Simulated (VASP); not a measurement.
# GaP (kpbe) (F-43m) in VASP: vibrations by perturbation theory with PBE

Aim: the vibrations by perturbation theory of GaP (kpbe) with PBE.

Everything below comes from runs of VASP 6.6.1. Logs are shortened: lines on timing, memory, paths and dates and some standing lists are left out, and cuts for length are marked.

## 1. The cell of the first run

It takes space group F-43m (No. 216, cubic). The conventional cell has a = 5.507 Å, b = 5.507 Å, c = 5.507 Å, α = 90.00°, β = 90.00°, γ = 90.00°. Ga (site symmetry -43m) has 4 P at 2.38 Å within 3.1 Å. P (site symmetry -43m) has 4 Ga at 2.38 Å within 3.1 Å.

## 2. Vibrations by perturbation theory, PBE

The input, INCAR:

```
PREC = Accurate
ENCUT = 520
EDIFF = 1E-8
ISMEAR = 0
SIGMA = 0.01
LREAL = F
LASPH = T
NELM = 60
ALGO = Normal
ISIF = 2
LWAVE = F
LCHARG = F
GGA = PE
IBRION = 8
NSW = 1
LEPSILON = T
```

The input, KPOINTS:

```
Automatic mesh
0
Gamma
  8 8 8
```

The input, POSCAR:

```
GaP
1.0
    0.0000000000      2.7532528520      2.7532528520
    2.7532528520      0.0000000000      2.7532528520
    2.7532528520      2.7532528520      0.0000000000
Ga P
1 1
Direct
    0.0000000000      0.0000000000      0.0000000000
    0.7500000000      0.7500000000      0.7500000000
```

Potentials or basis: VASP PAW PBE potentials, release 64 (Ga_d, P).

Command:

```sh
cat potpaw_PBE.64/Ga_d/POTCAR potpaw_PBE.64/P/POTCAR > POTCAR
mpirun -np 1 vasp_std > vasp.out
```

OUTCAR:

```text
PREC = Accurate
   ENCUT = 520
   EDIFF = 1E-8
   ISMEAR = 0
   LREAL = F
   LASPH = T
   NELM = 60
   ISIF = 2
   GGA = PE
   IBRION = 8
   NSW = 1
   LEPSILON = T

 ion  position               nearest neighbor table
   1  0.000  0.000  0.000-   2 2.38   2 2.38   2 2.38   2 2.38
   2  0.750  0.750  0.750-   1 2.38   1 2.38   1 2.38   1 2.38

  LATTYP: Found a face centered cubic cell.
 ALAT       =     5.5065057040

  Lattice vectors:

 A1 = (   0.0000000000,   2.7532528520,   2.7532528520)
 A2 = (   2.7532528520,   0.0000000000,   2.7532528520)
 A3 = (   2.7532528520,   2.7532528520,   0.0000000000)

Analysis of symmetry for initial positions (statically):
=====================================================================
 Subroutine PRICEL returns:
 Original cell was already a primitive cell.

 Routine SETGRP: Setting up the symmetry group for a
 face centered cubic supercell.

 Subroutine GETGRP returns: Found 24 space group operations
 (whereof 24 operations were pure point group operations)
 out of a pool of 48 trial point group operations.

The static configuration has the point symmetry T_d .

Analysis of symmetry for dynamics (positions and initial velocities):
=====================================================================
 Subroutine PRICEL returns:
 Original cell was already a primitive cell.

 Routine SETGRP: Setting up the symmetry group for a
 face centered cubic supercell.

 Subroutine GETGRP returns: Found 24 space group operations
 (whereof 24 operations were pure point group operations)
 out of a pool of 48 trial point group operations.

The dynamic configuration has the point symmetry T_d .

 Subroutine INISYM returns: Found 24 space group operations
 (whereof 24 operations are pure point group operations),
 and found     1 'primitive' translations

----------------------------------------------------------------------------------------

                                     Primitive cell

  volume of cell :      41.7415

  direct lattice vectors                    reciprocal lattice vectors
     0.000000000  2.753252852  2.753252852    -0.181603371  0.181603371  0.181603371
     2.753252852  0.000000000  2.753252852     0.181603371 -0.181603371  0.181603371
     2.753252852  2.753252852  0.000000000     0.181603371  0.181603371 -0.181603371

  length of vectors
     3.893687524  3.893687524  3.893687524     0.314546266  0.314546266  0.314546266

  position of ions in fractional coordinates (direct lattice)
     0.000000000  0.000000000  0.000000000
     0.750000000  0.750000000  0.750000000

  ion indices of the primitive-cell ions
   primitive index   ion index
                 1           1
                 2           2

----------------------------------------------------------------------------------------

 KPOINTS: Automatic mesh

Automatic generation of k-mesh.
 Grid dimensions read from file:
 generate k-points for:    8    8    8

 Generating k-lattice:

  Cartesian coordinates                     Fractional coordinates (reciprocal lattice)
    -0.022700421  0.022700421  0.022700421     0.125000000  0.000000000  0.000000000
[... 534 lines left out ...]
  ---------------------------------------------------
  free energy    TOTEN  =        -1.32298441 eV

  energy without entropy =       -1.32298441

------------------------ aborting loop because EDIFF is reached ----------------------------------------

--------------------------------------- Ionic step        2  -------------------------------------------

------------------------ aborting loop because EDIFF is reached ----------------------------------------

--------------------------------------- Ionic step        3  -------------------------------------------

------------------------ aborting loop because EDIFF is reached ----------------------------------------

 PIEZOELECTRIC TENSOR FIELD DIRECTION 3  (e Angst)
 -----------------------------------------------------------------------------
    -0.00041  2.17012  0.00000           (  0.00000  0.03338  0.00000)
     2.17012 -0.00041  0.00000           (  0.03338  0.00000  0.00000)
     0.00000  0.00000 -0.00101           (  0.00000  0.00000 -0.00000)

 PIEZOELECTRIC TENSOR FIELD DIRECTION 3  (C/m^2)
 -----------------------------------------------------------------------------
    -0.00016  0.83296  0.00000
     0.83296 -0.00016  0.00000
     0.00000  0.00000 -0.00039

--------------------------------------- Ionic step        4  -------------------------------------------

------------------------ aborting loop because EDIFF is reached ----------------------------------------

[... ionic steps 5 to 6 ...]

--------------------------------------- Ionic step        7  -------------------------------------------

 Free energy of the ion-electron system (eV)
  ---------------------------------------------------
  ---------------------------------------------------
  free energy    TOTEN  =        -0.04783319 eV

  energy without entropy =       -0.04783319

------------------------ aborting loop because EDIFF is reached ----------------------------------------

 INTERNAL STRAIN TENSOR  FOR ION    2  DIRECTION 1   (eV/Angst):
 -----------------------------------------------------------------------------
    -0.00759  0.00000  0.00000
     0.00000  0.00598  6.26789
     0.00000  6.26789  0.00598

 MACROSCOPIC STATIC DIELECTRIC TENSOR (including local field effects in DFT)
 ------------------------------------------------------
          11.614276     0.000000    -0.000000
          -0.000000    11.614276    -0.000000
           0.000000    -0.000000    11.614276
 ------------------------------------------------------

 PIEZOELECTRIC TENSOR (including local field effects)  for field in x, y, z        (e  Angst)
          XX          YY          ZZ          XY          YZ          ZX
  --------------------------------------------------------------------------------
  x     0.00000     0.00000    -0.00000     0.00000     2.17753     0.00000
  y     0.00000     0.00000    -0.00000     0.00000     0.00000     2.17753
  z     0.00000    -0.00000    -0.00000     2.17753     0.00000     0.00000

 PIEZOELECTRIC TENSOR (including local field effects)  for field in x, y, z        (C/m^2)
          XX          YY          ZZ          XY          YZ          ZX
  --------------------------------------------------------------------------------
  x     0.00000     0.00000    -0.00000     0.00000     0.83581     0.00000
  y     0.00000     0.00000    -0.00000     0.00000     0.00000     0.83581
  z     0.00000    -0.00000    -0.00000     0.83581     0.00000     0.00000

 BORN EFFECTIVE CHARGES (including local field effects) (in |e|, cummulative output)
 ---------------------------------------------------------------------------------
 ion    1
    1     2.27810     0.00000     0.00000
    2     0.00000     2.27810     0.00000
    3    -0.00000     0.00000     2.27810
 ion    2
    1    -2.27810     0.00000     0.00000
    2     0.00000    -2.27810     0.00000
    3     0.00000    -0.00000    -2.27810

 INTERNAL STRAIN TENSOR FOR ION    2 for displacements in x,y,z  (eV/Angst):
          X           Y           Z          XY          YZ          ZX
  --------------------------------------------------------------------------------
  x    -0.00000     0.00000     0.00000     0.00000     6.26789     0.00000
  y     0.00000    -0.00000     0.00000     0.00000     0.00000     6.26789
  z     0.00000     0.00000    -0.00000     6.26789     0.00000     0.00000

 SECOND DERIVATIVES (NOT SYMMETRIZED)
 ------------------------------------
               1X          1Y          1Z          2X          2Y          2Z
  1X    -9.330622    0.000000    0.000000    9.330622    0.000000    0.000000
  1Y     0.000000   -9.330622    0.000000    0.000000    9.330622    0.000000
  1Z     0.000000    0.000000   -9.330622    0.000000    0.000000    9.330622
  2X     9.303403    0.000000    0.000000   -9.303403    0.000000    0.000000
  2Y     0.000000    9.303403    0.000000    0.000000   -9.303403    0.000000
  2Z     0.000000    0.000000    9.303403    0.000000    0.000000   -9.303403

 Eigenvectors and eigenvalues of the dynamical matrix
 ----------------------------------------------------

   1 f  =   10.301220 THz    64.724473 2PiTHz  343.611709 cm-1    42.602403 meV
             X         Y         Z           dx          dy          dz
      0.000000  0.000000  0.000000     0.000000    0.555175    0.000000
      4.129879  4.129879  4.129879     0.000000   -0.831734    0.000000
[... 21 lines left out ...]
   6 f/i=    0.006948 THz     0.043656 2PiTHz    0.231762 cm-1     0.028735 meV
             X         Y         Z           dx          dy          dz
      0.000000  0.000000  0.000000     0.000000    0.000000    0.831734
      4.129879  4.129879  4.129879     0.000000    0.000000    0.555175

--------------------------------------------------------------------------------------------------------

 MACROSCOPIC STATIC DIELECTRIC TENSOR IONIC CONTRIBUTION
 ------------------------------------------------------
           2.414725     0.000000    -0.000000
           0.000000     2.414725     0.000000
          -0.000000     0.000000     2.414725
 ------------------------------------------------------

 ELASTIC MODULI CONTR FROM IONIC RELAXATION (kBar)
 Direction    XX          YY          ZZ          XY          YZ          ZX
 --------------------------------------------------------------------------------
 XX          -0.0000      0.0000      0.0000     -0.0000      0.0000     -0.0000
 YY           0.0000     -0.0000     -0.0000     -0.0000     -0.0000      0.0000
 ZZ           0.0000     -0.0000     -0.0000      0.0000     -0.0000     -0.0000
 XY          -0.0000     -0.0000      0.0000   -160.3091      0.0000     -0.0000
 YZ           0.0000     -0.0000     -0.0000      0.0000   -160.3091     -0.0000
 ZX          -0.0000      0.0000     -0.0000     -0.0000     -0.0000   -160.3091
 --------------------------------------------------------------------------------

 PIEZOELECTRIC TENSOR IONIC CONTR  for field in x, y, z        (C/m^2)
          XX          YY          ZZ          XY          YZ          ZX
  --------------------------------------------------------------------------------
  x     0.00000    -0.00000    -0.00000     0.00000    -0.58544    -0.00000
  y    -0.00000     0.00000    -0.00000    -0.00000    -0.00000    -0.58544
  z    -0.00000    -0.00000     0.00000    -0.58544     0.00000    -0.00000
```

Wall time 4.8 min (1 thread of Intel Xeon 6975P-C (Granite Rapids), shared host); peak memory 0.27 GiB.

What came out:

| Property | Result |
| --- | --- |
| Electronic dielectric tensor (diagonal) | 11.61 |
| Born charges (mean of the diagonal) | Ga +2.28; P -2.28 e |
| Highest phonon frequency at Γ, LO-TO splitting left out | 344 cm⁻¹ |

Phonon frequencies in cm⁻¹ (negative: imaginary):
| q point | frequencies |
| --- | --- |
| (0.000, 0.000, 0.000) | 0 0 0 344 344 344 |

Electronic dielectric tensor:
```
11.61  0.00  0.00
 0.00 11.61  0.00
 0.00  0.00 11.61
```

Born effective charge tensors (e):
atom 1, Ga
```
2.28 0.00 0.00
0.00 2.28 0.00
0.00 0.00 2.28
```
atom 2, P
```
-2.28  0.00  0.00
 0.00 -2.28  0.00
 0.00  0.00 -2.28
```
